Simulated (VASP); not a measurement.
# Be (P6/mmm) in VASP: further runs

Runs on Be. Level: PBE. Tasks: relaxation of cell and atoms, single point.

Everything below comes from runs of VASP 6.6.1. Logs are shortened: lines on timing, memory, paths and dates and some standing lists are left out, and cuts for length are marked.

## Step 1: The cell of the first run

The structure is hexagonal, space group P6/mmm (No. 191). The conventional cell has a = 2.142 Å, b = 2.142 Å, c = 2.470 Å, α = 90.00°, β = 90.00°, γ = 120.00°. Be (site symmetry 6/mmm) has 8 Be at 2.14 to 2.47 Å within 2.8 Å.

The cell was built from a structure type or drawn by symmetry, and may not be a known phase.

## Step 2: Relaxation of cell and atoms, PBE

Contents of INCAR:

```
PREC     = Accurate       # precision mode
ENCUT    = 600            # plane-wave cutoff, eV
EDIFF    = 1E-7           # SCF threshold, eV
ISMEAR   = 0              # smearing method
SIGMA    = 0.1            # smearing width, eV
LREAL    = F              # projectors in reciprocal space
LASPH    = T              # aspherical terms in the spheres
NELM     = 80             # most SCF steps
ALGO     = Normal         # electronic algorithm
ISIF     = 3              # what is computed and relaxed
LWAVE    = F              # write WAVECAR
LCHARG   = F              # write CHGCAR
GGA      = PE             # functional
IBRION   = 2              # ionic algorithm
NSW      = 90             # ionic steps
EDIFFG   = -0.04          # ionic threshold
```

Contents of KPOINTS:

```
regular mesh
0
Gamma
  12 12 8
```

Contents of POSCAR:

```
Be
1.0
    2.1420347659      0.0000000000      0.0000000000
   -1.0710173829      1.8550565230      0.0000000000
    0.0000000000      0.0000000000      2.4703382063
Be
1
Direct
    0.0000000000      0.0000000000      0.0000000000
```

Potentials or basis: VASP PAW PBE potentials, release 64 (Be).

Command:

```console
> cat potpaw_PBE.64/Be/POTCAR > POTCAR
> mpirun -np 1 vasp_std > vasp.out
```

OUTCAR:

```text
PREC = Accurate
   ENCUT = 600
   EDIFF = 1E-7
   ISMEAR = 0
   LREAL = F
   LASPH = T
   NELM = 80
   ISIF = 3
   GGA = PE
   IBRION = 2
   NSW = 90
   EDIFFG = -0.04

 ion  position               nearest neighbor table
   1  0.000  0.000  0.000-

  LATTYP: Found a hexagonal cell.
 ALAT       =     2.1420347659
 C/A-ratio  =     1.1532670924

  Lattice vectors:

 A1 = (   2.1420347659,   0.0000000000,   0.0000000000)
 A2 = (  -1.0710173829,   1.8550565230,   0.0000000000)
 A3 = (   0.0000000000,   0.0000000000,   2.4703382063)

Analysis of symmetry for initial positions (statically):
=====================================================================
 Subroutine PRICEL returns:
 Original cell was already a primitive cell.

 Routine SETGRP: Setting up the symmetry group for a
 hexagonal supercell.

 Subroutine GETGRP returns: Found 24 space group operations
 (whereof 24 operations were pure point group operations)
 out of a pool of 24 trial point group operations.

The static configuration has the point symmetry D_6h.

Analysis of symmetry for dynamics (positions and initial velocities):
=====================================================================
 Subroutine PRICEL returns:
 Original cell was already a primitive cell.

 Routine SETGRP: Setting up the symmetry group for a
 hexagonal supercell.

 Subroutine GETGRP returns: Found 24 space group operations
 (whereof 24 operations were pure point group operations)
 out of a pool of 24 trial point group operations.

The dynamic configuration has the point symmetry D_6h.

 Subroutine INISYM returns: Found 24 space group operations
 (whereof 24 operations are pure point group operations),
 and found     1 'primitive' translations

----------------------------------------------------------------------------------------

                                     Primitive cell

  volume of cell :       9.8161

  direct lattice vectors                    reciprocal lattice vectors
     2.142034766  0.000000000  0.000000000     0.466845831  0.269533566  0.000000000
    -1.071017383  1.855056523  0.000000000     0.000000000  0.539067132  0.000000000
     0.000000000  0.000000000  2.470338206     0.000000000  0.000000000  0.404802872

  length of vectors
     2.142034766  2.142034766  2.470338206     0.539067132  0.539067132  0.404802872

  position of ions in fractional coordinates (direct lattice)
     0.000000000  0.000000000  0.000000000

  ion indices of the primitive-cell ions
   primitive index   ion index
                 1           1

----------------------------------------------------------------------------------------

 KPOINTS: regular mesh

Automatic generation of k-mesh.
 Grid dimensions read from file:
 generate k-points for:   12   12    8

 Generating k-lattice:

  Cartesian coordinates                     Fractional coordinates (reciprocal lattice)
     0.038903819  0.022461131  0.000000000     0.083333333  0.000000000  0.000000000
     0.000000000  0.044922261  0.000000000     0.000000000  0.083333333  0.000000000
     0.000000000  0.000000000  0.050600359     0.000000000  0.000000000  0.125000000

  Length of vectors
     0.044922261  0.044922261  0.050600359

  Shift w.r.t. Gamma in fractional coordinates (k-lattice)
     0.000000000  0.000000000  0.000000000

 Subroutine IBZKPT returns following result:
 ===========================================

 Found     95 irreducible k-points:

 Following reciprocal coordinates:
            Coordinates               Weight
  0.000000  0.000000  0.000000      1.000000
  0.083333 -0.000000  0.000000      6.000000
  0.166667 -0.000000  0.000000      6.000000
  0.250000 -0.000000  0.000000      6.000000
  0.333333 -0.000000  0.000000      6.000000
  0.416667 -0.000000  0.000000      6.000000
[... 16 lines left out ...]
  0.250000 -0.000000  0.125000     12.000000
  0.333333 -0.000000  0.125000     12.000000
 [... further k-points ...]
   k-points           NKPTS =     95   k-points in BZ     NKDIM =     95   number of bands    NBANDS=      5
   number of dos      NEDOS =    301   number of ions     NIONS =      1
   total plane-waves  NPLWV =   6480
   dimension x,y,z NGX =    18 NGY =   18 NGZ =   20
   dimension x,y,z NGXF=    36 NGYF=   36 NGZF=   40
   ions per type =               1
   NGX,Y,Z   is equivalent  to a cutoff of  13.97, 13.97, 13.46 a.u.
   NGXF,Y,Z  is equivalent  to a cutoff of  27.94, 27.94, 26.92 a.u.
 SYSTEM =  unknown system
   PREC   = accura    normal or accurate (medium, high low for compatibility)
   ISTART =      0    job   : 0-new  1-cont  2-samecut
   ICHARG =      2    charge: 1-file 2-atom 10-const
   ISPIN  =      1    spin polarized calculation?
   LNONCOLLINEAR =      F non collinear calculations
   LSORBIT =      F    spin-orbit coupling
   LASPH  =      T    aspherical Exc in radial PAW
   ENCUT  =  600.0 eV  44.10 Ry    6.64 a.u.   4.28  4.28  4.93*2*pi/ulx,y,z
   NELM   =     80;   NELMIN=  2; NELMDL= -5     # of ELM steps
   EDIFF  = 0.1E-06   stopping-criterion for ELM
   LREAL  =      F    real-space projection
   EDIFFG = -.4E-01   stopping-criterion for IOM
   NSW    =     90    number of steps for IOM
   IBRION =      2    ionic relax: 0-MD 1-quasi-New 2-CG
   NFREE  =      1    steps in history (QN), initial steepest desc. (CG)
   ISIF   =      3    stress and relaxation
   ISYM   =      2    0-nonsym 1-usesym 2-fastsym
   POTIM  = 0.5000    time-step for ionic-motion
   TEBEG  =    0.0;   TEEND  =   0.0 temperature during run
   PSTRESS=    0.0 pullay stress
   NELECT =       2.0000    total number of electrons
   NUPDOWN=      -1.0000    fix difference up-down
   EMIN   =  10.00;   EMAX   =-10.00  energy-range for DOS
   EFERMI =   0.00;   METHOD = LEGACY
   ISMEAR =     0;   SIGMA  =   0.10  broadening in eV -4-tet -1-fermi 0-gaus
   EFERMI_NEDOS =   21; number of points for ismear=-14 and -15
   IALGO  =     38    algorithm
   IMIX   =      4    mixing-type and parameters
     AMIX     =   0.40;   BMIX     =  1.00
     AMIX_MAG =   1.60;   BMIX_MAG =  1.00
  volume/ion in A,a.u.               =       9.82        66.24
  Fermi-wavevector in a.u.,A,eV,Ry     =   0.963322  1.820415 12.626060  0.927989
  Thomas-Fermi vector in A             =   2.092857
   LORBIT       =      0    0 simple, 1 ext, 2 COOP (PROOUT), +10 PAW based schemes
   GGA     = PE    functional components
   LHFCALC =     F    Hartree Fock is set to
   AEXX    =    0.0000 exact exchange contribution
   IVDW    =     0    specifies the selected vdW correction
   LEPSILON=     F    determine dielectric tensor
   LRPA    =     F    only Hartree local field effects (RPA)
 conjugate gradient relaxation of ions
 non-spin polarized calculation
 Gauss-broadening in eV      SIGMA  =   0.10
  energy-cutoff  :      600.00
  volume of cell :        9.82
 maximum number of plane-waves:       346
 NGX is ok and might be reduce to    18
   NGX =  9   NGY =  9   NGZ =  9

--------------------------------------- Ionic step        1  -------------------------------------------

 number of electron       2.0000000 magnetization

 Free energy of the ion-electron system (eV)
  ---------------------------------------------------
  ext. energy  EPLUGINS =         0.00000000
  ---------------------------------------------------
  free energy    TOTEN  =        -3.26651456 eV

  energy without entropy =       -3.26571532  energy(sigma->0) =       -3.26611494

------------------------ aborting loop because EDIFF is reached ----------------------------------------

  FORCE on cell =-STRESS in cart. coord.  units (eV):
  Direction    XX          YY          ZZ          XY          YZ          ZX
  --------------------------------------------------------------------------------------
  -------------------------------------------------------------------------------------
  Total        0.0582586      0.0582586     -0.1043498      0.0000000      0.0000000      0.0000000
  in kB        9.5089087      9.5089087    -17.0318624      0.0000000      0.0000000      0.0000000
  external PRESSURE =       0.6619850 kB  Pullay stress =       0.0000000 kB

 VOLUME and BASIS-vectors are now :
 -----------------------------------------------------------------------------
  energy-cutoff  :      600.00
  volume of cell :        9.82
      direct lattice vectors                 reciprocal lattice vectors
     2.142034766  0.000000000  0.000000000     0.466845831  0.269533566  0.000000000
    -1.071017383  1.855056523  0.000000000     0.000000000  0.539067132  0.000000000
     0.000000000  0.000000000  2.470338206     0.000000000  0.000000000  0.404802872

 POSITION                                       TOTAL-FORCE (eV/Angst)
 -----------------------------------------------------------------------------------
      0.00000      0.00000      0.00000         0.000000      0.000000      0.000000
 -----------------------------------------------------------------------------------
    total drift:                               -0.000000     -0.000000     -0.000000

  FREE ENERGIE OF THE ION-ELECTRON SYSTEM (eV)
  ---------------------------------------------------
  free  energy   TOTEN  =        -3.2665145589 eV

  energy  without entropy=       -3.2657153229  energy(sigma->0) =       -3.26611494

--------------------------------------- Ionic step        2  -------------------------------------------

 number of electron       2.0000000 magnetization

 Free energy of the ion-electron system (eV)
  ---------------------------------------------------
  ext. energy  EPLUGINS =         0.00000000
  ---------------------------------------------------
  free energy    TOTEN  =        -3.26694889 eV

  energy without entropy =       -3.26620643  energy(sigma->0) =       -3.26657766

 E-fermi :   4.5698     XC(G=0):  -9.8226

 val. band max:        4.3103664152   @ k =   0.3333   0.2500   0.2500
 cond. band min:       4.6383650334   @ k =   0.1667   0.0833   0.3750
 fundamental gap:      0.3279986181
 Fermi energy:         4.5697916403

 k-point     1 :       0.0000    0.0000    0.0000
  band No.  band energies     occupation
      1      -4.7860      2.00000
      2      13.0263      0.00000
      3      19.7331      0.00000
      4      25.0679      0.00000
      5      25.0679      0.00000

 k-point     2 :       0.0833   -0.0000    0.0000
  band No.  band energies     occupation
      1      -4.5586      2.00000
      2      13.2965      0.00000
      3      19.4143      0.00000
      4      24.2569      0.00000
      5      24.4025      0.00000

 k-point     3 :       0.1667   -0.0000    0.0000
  band No.  band energies     occupation
      1      -3.8788      2.00000
      2      14.0987      0.00000
      3      17.9167      0.00000
      4      22.6099      0.00000
      5      23.0257      0.00000

 k-point     4 :       0.2500   -0.0000    0.0000
  band No.  band energies     occupation
      1      -2.7576      2.00000
      2      14.8107      0.00000
      3      15.3996      0.00000
      4      20.9934      0.00000
      5      22.6781      0.00000
[... 137 lines left out ...]
 k-point    22 :       0.1667   -0.0000    0.1250
  band No.  band energies     occupation
      1      -3.5652      2.00000
      2      11.2615      0.00000
      3      19.7863      0.00000
      4      22.8313      0.00000
      5      24.8135      0.00000

 k-point    23 :       0.2500   -0.0000    0.1250
  band No.  band energies     occupation
      1      -2.4416      2.00000
      2      11.9912      0.00000
      3      16.5689      0.00000
      4      21.2260      0.00000
      5      24.9511      0.00000

 k-point    24 :       0.3333   -0.0000    0.1250
  band No.  band energies     occupation
      1      -0.9176      2.00000
      2      10.9603      0.00000
      3      15.5569      0.00000
      4      19.9758      0.00000
      5      25.2688      0.00000

 [... further k-points ...]

------------------------ aborting loop because EDIFF is reached ----------------------------------------

  FORCE on cell =-STRESS in cart. coord.  units (eV):
  Direction    XX          YY          ZZ          XY          YZ          ZX
  --------------------------------------------------------------------------------------
  -------------------------------------------------------------------------------------
  Total       -0.0237694     -0.0237694     -0.0284124     -0.0000000      0.0000000      0.0000000
  in kB       -3.8774122     -3.8774122     -4.6348221     -0.0000000      0.0000000      0.0000000
  external PRESSURE =      -4.1298821 kB  Pullay stress =       0.0000000 kB

 VOLUME and BASIS-vectors are now :
 -----------------------------------------------------------------------------
  energy-cutoff  :      600.00
  volume of cell :        9.82
      direct lattice vectors                 reciprocal lattice vectors
     2.148055062  0.000000000  0.000000000     0.465537415  0.268778152 -0.000000000
    -1.074027531  1.860270253 -0.000000000    -0.000000000  0.537556303 -0.000000000
     0.000000000  0.000000000  2.457902248    -0.000000000  0.000000000  0.406851005

 POSITION                                       TOTAL-FORCE (eV/Angst)
 -----------------------------------------------------------------------------------
      0.00000      0.00000      0.00000        -0.000000     -0.000000      0.000000
 -----------------------------------------------------------------------------------
    total drift:                               -0.000000     -0.000000     -0.000000

  FREE ENERGIE OF THE ION-ELECTRON SYSTEM (eV)
  ---------------------------------------------------
  free  energy   TOTEN  =        -3.2669488940 eV

  energy  without entropy=       -3.2662064337  energy(sigma->0) =       -3.26657766

 reached required accuracy - stopping structural energy minimisation
```

Run time: 3.7 s. Hardware: 1 thread of AMD EPYC 9R45 (Zen 5), shared host; peak memory 0.08 GiB.

Results:

- Free energy: -3.2669 eV
- Relaxed volume: 9.82 Å³/atom
- Relaxed cell: a = 2.148 Å, b = 2.148 Å, c = 2.458 Å, α = 90.00°, β = 90.00°, γ = 120.00°
- Space group after relaxing (to 0.1 Å): P6/mmm (No. 191)
- Energy gained by relaxing: 0.4 meV/atom
- Ionic steps: 2
- Pressure after relaxing: -0.4 GPa
- Band gap on the k mesh: zero (bands 1 and 2 overlap by 7.38 eV)

Stress tensor (GPa, compression positive):
```
-0.39  0.00  0.00
 0.00 -0.39  0.00
 0.00  0.00 -0.46
```

Step by step:
| step | energy change (eV) | largest force (eV/Å) | pressure (GPa) | volume (Å³) |
| --- | --- | --- | --- | --- |
| 1 | 0.0000 | 0.0000 | 0.07 | 9.82 |
| 2 | -0.0004 | 0.0000 | -0.41 | 9.82 |

Final structure:
```
CELL_PARAMETERS angstrom
2.14806 0.00000 0.00000
-1.07403 1.86027 0.00000
0.00000 0.00000 2.45790
ATOMIC_POSITIONS crystal
Be 0.00000 0.00000 0.00000
```

## Step 3: Single point, PBE

This run uses another cell than the first one, of 9.77 Å³/atom.

Contents of INCAR:

```
PREC = Accurate ; ENCUT = 520
EDIFF = 1E-6 ; ISMEAR = 0
SIGMA = 0.1 ; LREAL = F
LASPH = T ; NELM = 80
ALGO = Normal ; ISIF = 2
LWAVE = F ; LCHARG = F
GGA = PE ; NBANDS = 7
```

Contents of KPOINTS:

```
regular mesh
0
Gamma
  30 30 22
```

Contents of POSCAR:

```
Be
1.0
    2.1439231678      0.0000000000      0.0000000000
   -1.0719615839      1.8566919270      0.0000000000
    0.0000000000      0.0000000000      2.4553488613
Be
1
Direct
    0.0000000000      0.0000000000      0.0000000000
```

Potentials or basis: VASP PAW PBE potentials, release 64 (Be).

Command:

```console
> cat potpaw_PBE.64/Be/POTCAR > POTCAR
> mpirun -np 1 vasp_std > vasp.out
```

Wall time 20 s (1 thread of AMD EPYC 9R45 (Zen 5), shared host); peak memory 0.14 GiB.

The run converged. Its results:

```
Free energy            : -3.2622 eV
Pressure               : 0.1 GPa
Band gap on the k mesh : zero (bands 1 and 2 overlap by 7.40 eV)
```

Stress tensor (GPa, compression positive):
```
0.17 0.00 0.00
0.00 0.17 0.00
0.00 0.00 0.01
```

Levels at points of the mesh, in eV from the Fermi level:
```tsv
k point	band 1	band 2	band 3	band 4	band 5	band 6
(0.00, 0.00, 0.00)	-9.37	8.47	15.20	20.61	20.61	31.01
(0.50, 0.00, 0.00)	-2.96	2.09	14.20	15.36	21.03	22.90
(0.00, 0.00, 0.50)	-4.89	-3.72	22.12	22.12	31.12	34.68
(0.50, 0.00, 0.50)	0.19	3.90	8.11	8.59	16.29	27.56
```

## Step 4: Relaxation of cell and atoms, PBE

This run uses another cell than the first one, of 9.76 Å³/atom.

Contents of INCAR:

```
SYSTEM = Be
ALGO = Fast ; EDIFF = 1E-6
EDIFFG = -0.01 ; ENCUT = 600
GGA = PE ; IBRION = 2
ISIF = 3 ; ISMEAR = 0
LASPH = .TRUE. ; LCHARG = .FALSE.
LREAL = .FALSE. ; LWAVE = .FALSE.
NELM = 80 ; NSW = 100
PREC = Accurate ; SIGMA = 0.1
```

Contents of KPOINTS:

```
k-points
0
G
  30 30 22
  0 0 0
```

Contents of POSCAR:

```
Be
1.0
    2.1443088465      0.0000000000      0.0000000000
   -1.0721544233      1.8570259347      0.0000000000
    0.0000000000      0.0000000000      2.4505301847
Be
1
Direct
    0.0000000000      0.0000000000      0.0000000000
```

Command:

```console
> cat potpaw_PBE.64/Be/POTCAR > POTCAR
> mpirun -np 1 vasp_std > vasp.out
```

It took 35 s on 1 thread of AMD EPYC 9R45 (Zen 5), shared host; peak memory 0.15 GiB.

It converged, with:

```
Free energy                           : -3.2622 eV
Relaxed volume                        : 9.79 Å³/atom
Relaxed cell                          : a = 2.145 Å, b = 2.145 Å, c = 2.455 Å, α = 90.00°, β = 90.00°, γ = 120.00°
Space group after relaxing (to 0.1 Å) : P6/mmm (No. 191)
Energy gained by relaxing             : 0.0 meV/atom
Ionic steps                           : 3
Pressure after relaxing               : 0.0 GPa
Band gap on the k mesh                : zero (bands 1 and 2 overlap by 7.39 eV)
```

Stress tensor (GPa, compression positive):
```
-0.08  0.00  0.00
 0.00 -0.08  0.00
 0.00  0.00  0.05
```

Final structure:
```
CELL_PARAMETERS angstrom
2.14534 0.00000 0.00000
-1.07267 1.85792 0.00000
0.00000 0.00000 2.45503
ATOMIC_POSITIONS crystal
Be 0.00000 0.00000 0.00000
```

Levels at points of the mesh, in eV from the Fermi level:
| k point | band 1 | band 2 | band 3 | band 4 | band 5 |
| --- | --- | --- | --- | --- | --- |
| (0.00, 0.00, 0.00) | -9.37 | 8.48 | 15.20 | 20.57 | 20.57 |
| (0.50, 0.00, 0.00) | -2.97 | 2.07 | 14.17 | 15.36 | 21.00 |
| (0.00, 0.00, 0.50) | -4.89 | -3.72 | 22.08 | 22.08 | 31.09 |
| (0.50, 0.00, 0.50) | 0.19 | 3.89 | 8.10 | 8.58 | 16.27 |

## Step 5: Overview

```csv
task,cell,k mesh,cutoff (eV),gap on the mesh (eV),pressure (GPa),relaxed volume (Å³/atom)
relaxation of cell and atoms,"relaxed from a = 2.142, b = 2.142, c = 2.470 Å, angles 90.0, 90.0, 120.0°, 1 atom",12 × 12 × 8,600,none,-0.4,9.82
single point,"a = 2.144, b = 2.144, c = 2.455 Å, angles 90.0, 90.0, 120.0°, 1 atom",30 × 30 × 22,520,none,0.1,-
relaxation of cell and atoms,"relaxed from a = 2.144, b = 2.144, c = 2.451 Å, angles 90.0, 90.0, 120.0°, 1 atom",30 × 30 × 22,600,none,0.0,9.79
```

Alike in all rows: level PBE; potentials or basis VASP PAW PBE potentials, release 64 (Be); no spin polarisation; smearing gaussian 0.1 eV.

Total energies depend on the potentials used, so only differences within one code and one set of settings carry meaning.
